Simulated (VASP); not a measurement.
# C4N (Cmmm) in VASP: a series of runs, part 2 of 2

VASP 6.6.1. The steps go on from the part before.

## Step 4: Single point, PBE, collinear spin, ferromagnetic start

The input, INCAR:

```
PREC = Accurate
ENCUT = 520
EDIFF = 1E-6
ISMEAR = 0
SIGMA = 0.1
LREAL = F
LASPH = T
NELM = 150
ALGO = Normal
ISIF = 2
LWAVE = F
LCHARG = F
ISPIN = 2
MAGMOM = 1 1 1 1 1
LORBIT = 11
GGA = PE
NBANDS = 22
```

The input, KPOINTS:

```
regular mesh
0
Gamma
  4 4 6
```

The input, POSCAR:

```
C4N
1.0
    3.0913120600     -3.2460922200      0.0000000000
    3.0913120600      3.2460922200      0.0000000000
    0.0000000000      0.0000000000      2.7759038700
C N
4 1
Direct
    0.8105999900      0.1894000100      0.5000000000
    0.1894000100      0.8105999900      0.5000000000
    0.2852000000      0.2852000000      0.0000000000
    0.7148000000      0.7148000000      0.0000000000
    0.0000000000      0.0000000000      0.0000000000
```

Potentials or basis: VASP PAW PBE potentials, release 64 (C, N).

On the command line:

```
> cat potpaw_PBE.64/C/POTCAR potpaw_PBE.64/N/POTCAR > POTCAR
> mpirun -np 1 vasp_std > vasp.out
```

OUTCAR:

```text
PREC = Accurate
   ENCUT = 520
   EDIFF = 1E-6
   ISMEAR = 0
   LREAL = F
   LASPH = T
   NELM = 150
   ISIF = 2
   ISPIN = 2
   LORBIT = 11
   GGA = PE

 ion  position               nearest neighbor table
   1  0.811  0.189  0.500-   5 1.85   5 1.85
   2  0.189  0.811  0.500-   5 1.85   5 1.85
   3  0.285  0.285  0.000-   5 1.76
   4  0.715  0.715  0.000-   5 1.76
   5  0.000  0.000  0.000-   3 1.76   4 1.76   1 1.85   2 1.85   1 1.85   2 1.85

  LATTYP: Found a base centered orthorhombic cell.
 ALAT       =     6.1826241200
 B/A-ratio  =     1.0500694065
 C/A-ratio  =     0.4489847379

  Lattice vectors:

 A1 = (   3.0913120600,  -3.2460922200,   0.0000000000)
 A2 = (   3.0913120600,   3.2460922200,   0.0000000000)
 A3 = (   0.0000000000,   0.0000000000,   2.7759038700)

Analysis of symmetry for initial positions (statically):
=====================================================================
 Subroutine PRICEL returns:
 Original cell was already a primitive cell.

 Routine SETGRP: Setting up the symmetry group for a
 base centered orthorhombic supercell.

 Subroutine GETGRP returns: Found  8 space group operations
 (whereof  8 operations were pure point group operations)
 out of a pool of  8 trial point group operations.

The static configuration has the point symmetry D_2h.

Analysis of symmetry for dynamics (positions and initial velocities):
=====================================================================
 Subroutine PRICEL returns:
 Original cell was already a primitive cell.

 Routine SETGRP: Setting up the symmetry group for a
 base centered orthorhombic supercell.

 Subroutine GETGRP returns: Found  8 space group operations
 (whereof  8 operations were pure point group operations)
 out of a pool of  8 trial point group operations.

[... 165 lines left out ...]
  ext. energy  EPLUGINS =         0.00000000
  ---------------------------------------------------
  free energy    TOTEN  =       -23.25002237 eV

  energy without entropy =      -23.23611762  energy(sigma->0) =      -23.24307000

 E-fermi :   2.9591     XC(G=0): -10.3916

 val. band max:        2.9433927641   @ k =   0.2500   0.2500   0.1667
 cond. band min:       2.9595326928   @ k =   0.5000   0.2500   0.0000
 fundamental gap:      0.0161399287
 Fermi energy:         2.9591170183

 spin component 1

 k-point     1 :       0.0000    0.0000    0.0000
  band No.  band energies     occupation
      1     -16.3034      1.00000
      2      -8.4361      1.00000
      3      -7.9869      1.00000
      4      -6.5948      1.00000
      5      -3.4013      1.00000
      6      -2.3042      1.00000
[... 589 lines left out ...]
     21      15.8219      0.00000
     22      16.7976      0.00000

 [... further k-points ...]

 spin component 2

 k-point     1 :       0.0000    0.0000    0.0000
  band No.  band energies     occupation
      1     -16.3032      1.00000
      2      -8.4360      1.00000
      3      -7.9861      1.00000
      4      -6.5947      1.00000
      5      -3.4005      1.00000
      6      -2.3042      1.00000
[... 589 lines left out ...]
     21      15.8224      0.00000
     22      16.7979      0.00000

 [... further k-points ...]
[... 5 lines left out ...]
  --------------------------------------------------------------------------------------
  -------------------------------------------------------------------------------------
  Total       -8.8640931     -4.3372398     -8.6998122     -0.0000000      0.0000000      0.0000000
  in kB     -254.9216801   -124.7343005   -250.1971389     -0.0000000      0.0000000      0.0000000
  external PRESSURE =    -209.9510398 kB  Pullay stress =       0.0000000 kB

 VOLUME and BASIS-vectors are now :
 -----------------------------------------------------------------------------
  energy-cutoff  :      520.00
  volume of cell :       55.71
      direct lattice vectors                 reciprocal lattice vectors
     3.091312060 -3.246092220  0.000000000     0.161743619 -0.154031360  0.000000000
     3.091312060  3.246092220  0.000000000     0.161743619  0.154031360  0.000000000
     0.000000000  0.000000000  2.775903870     0.000000000  0.000000000  0.360243022

 POSITION                                       TOTAL-FORCE (eV/Angst)
 -----------------------------------------------------------------------------------
      3.09131     -2.01647      1.38795         0.000000     -0.186872      0.000000
      3.09131      2.01647      1.38795         0.000000      0.186872     -0.000000
      1.76328      0.00000      0.00000        -1.576459      0.000000      0.000000
      4.41934      0.00000      0.00000         1.576459      0.000000     -0.000000
      0.00000      0.00000      0.00000         0.000000      0.000000     -0.000000
 -----------------------------------------------------------------------------------
    total drift:                                0.000000      0.000000      0.000000

  FREE ENERGIE OF THE ION-ELECTRON SYSTEM (eV)
  ---------------------------------------------------
  free  energy   TOTEN  =       -23.2500223730 eV

  energy  without entropy=      -23.2361176236  energy(sigma->0) =      -23.24307000

 total charge

# of ion       s       p       d       tot
------------------------------------------
    1        1.080   0.926   0.000   2.006
    2        1.080   0.926   0.000   2.006
    3        1.071   0.919   0.000   1.990
    4        1.071   0.919   0.000   1.990
    5        1.272   2.232   0.000   3.504
--------------------------------------------------
tot          5.573   5.923   0.000  11.496

 magnetization (x)

# of ion       s       p       d       tot
------------------------------------------
    1        0.000   0.000   0.000   0.000
    2        0.000   0.000   0.000   0.000
    3        0.000  -0.000   0.000  -0.000
    4        0.000  -0.000   0.000  -0.000
    5       -0.000  -0.000   0.000  -0.000
--------------------------------------------------
tot          0.000   0.001   0.000   0.001
```

OSZICAR:

```text
N       E                     dE             d eps       ncg     rms          rms(c)
DAV:   1     0.472539007006E+02    0.47254E+02   -0.97963E+03  2464   0.872E+02
DAV:   2    -0.189776541071E+02   -0.66232E+02   -0.61816E+02  3322   0.160E+02
DAV:   3    -0.221858269026E+02   -0.32082E+01   -0.31561E+01  2866   0.305E+01
DAV:   4    -0.222102711907E+02   -0.24444E-01   -0.24420E-01  3016   0.314E+00
DAV:   5    -0.222104593461E+02   -0.18816E-03   -0.18815E-03  2962   0.265E-01    0.774E+00
DAV:   6    -0.231181229941E+02   -0.90766E+00   -0.59694E-01  2866   0.466E+00    0.244E+00
DAV:   7    -0.232336036832E+02   -0.11548E+00   -0.20417E-01  2854   0.260E+00    0.119E+00
DAV:   8    -0.232481219190E+02   -0.14518E-01   -0.55237E-02  3012   0.104E+00    0.573E-01
DAV:   9    -0.232495758849E+02   -0.14540E-02   -0.17045E-02  3038   0.485E-01    0.279E-01
DAV:  10    -0.232498516743E+02   -0.27579E-03   -0.38958E-03  3028   0.299E-01    0.860E-02
DAV:  11    -0.232499840115E+02   -0.13234E-03   -0.41530E-04  2974   0.114E-01    0.340E-02
DAV:  12    -0.232500138462E+02   -0.29835E-04   -0.37475E-05  2998   0.396E-02    0.178E-02
DAV:  13    -0.232500215366E+02   -0.76904E-05   -0.11884E-05  3046   0.186E-02    0.605E-03
DAV:  14    -0.232500223730E+02   -0.83642E-06   -0.20288E-06  2148   0.711E-03
   1 F= -.23250022E+02 E0= -.23243070E+02  d E =-.139047E-01  mag=     0.0010
```

Wall time 83 s (1 thread of Oxide Virtual Turin-like, shared host); peak memory 0.18 GiB.

Results:

```yaml
Free_energy: -23.2500 eV
Pressure: -21.0 GPa
Largest_force: 1.576 eV/Å
Net_moment: 0.00 μB per cell
Valence_electrons_inside_the_program's_atomic_spheres: C 2.01, 1.99; N 3.50
```

Forces on the atoms (eV/Å):
```
C    0.000 -0.187  0.000
C    0.000  0.187  0.000
C   -1.576  0.000  0.000
C    1.576  0.000  0.000
N    0.000  0.000  0.000
```

Stress tensor (GPa, compression positive):
```
-25.49   0.00   0.00
  0.00 -12.47   0.00
  0.00   0.00 -25.02
```

Levels at points of the mesh, in eV from the Fermi level:
Spin up:
```
           k point  band 7  band 8  band 9  band 10  band 11  band 12  band 13  band 14  band 15  band 16
(0.00, 0.00, 0.00)   -4.30   -3.84   -3.01     0.36     0.84     1.49     1.75     1.93     2.29     2.56
(0.50, 0.00, 0.00)   -5.20   -2.10   -1.17    -0.85    -0.12     1.08     2.19     2.23     2.84     2.85
(0.50, 0.50, 0.00)   -3.44   -2.61   -1.15    -0.38     0.11     0.48     1.27     1.49     2.08     2.19
(0.00, 0.00, 0.50)   -4.27   -2.64   -2.53    -0.82    -0.80    -0.74    -0.53     0.61     1.21     1.36
(0.50, 0.00, 0.50)   -4.35   -3.69   -3.56    -1.42    -1.40     0.49     0.99     1.13     1.91     2.52
(0.50, 0.50, 0.50)   -4.41   -4.36   -2.52    -0.22     0.36     1.17     1.27     1.29     1.38     1.38
```
Spin down:
```tsv
k point	band 9	band 10	band 11	band 12	band 13	band 14
(0.00, 0.00, 0.00)	-3.01	0.36	0.84	1.49	1.75	1.93
(0.50, 0.00, 0.00)	-1.17	-0.85	-0.12	1.08	2.19	2.23
(0.50, 0.50, 0.00)	-1.15	-0.38	0.11	0.48	1.27	1.49
(0.00, 0.00, 0.50)	-2.53	-0.82	-0.80	-0.74	-0.53	0.61
(0.50, 0.00, 0.50)	-3.56	-1.42	-1.40	0.49	0.99	1.13
(0.50, 0.50, 0.50)	-2.52	-0.22	0.36	1.17	1.27	1.29
```

Caveat: the k points lie up to 0.38 Å⁻¹ apart; forces of over 1 eV/Å act on the atoms, so gaps and moduli don't describe the material at rest.

## Step 5: The runs side by side

```tsv
task	spin	cell	cutoff (eV)	gap on the mesh (eV)	pressure (GPa)	moment (μB)	largest force (eV/Å)
relaxation of cell and atoms	off	relaxed from a = 4.483, b = 4.483, c = 2.776 Å, angles 90.0, 90.0, 92.8°, 5 atoms	600	none	0.0	-	0.02
single point	collinear, ferromagnetic start	a = 4.888, b = 4.888, c = 2.561 Å, angles 90.0, 90.0, 121.6°, 5 atoms	520	none	0.3	0.00	0.12
single point	collinear, ferromagnetic start	a = 4.483, b = 4.483, c = 2.776 Å, angles 90.0, 90.0, 92.8°, 5 atoms	520	none	-21.0	0.00	1.58
```

Alike in all rows: level PBE; potentials or basis VASP PAW PBE potentials, release 64 (C, N); k mesh 4 × 4 × 6; smearing gaussian 0.1 eV.

Caveats: all runs use coarse meshes; forces of over 1 eV/Å act on the atoms, so gaps and moduli don't describe the material at rest (some runs).

Total energies depend on the potentials used, so only differences within one code and one set of settings carry meaning.
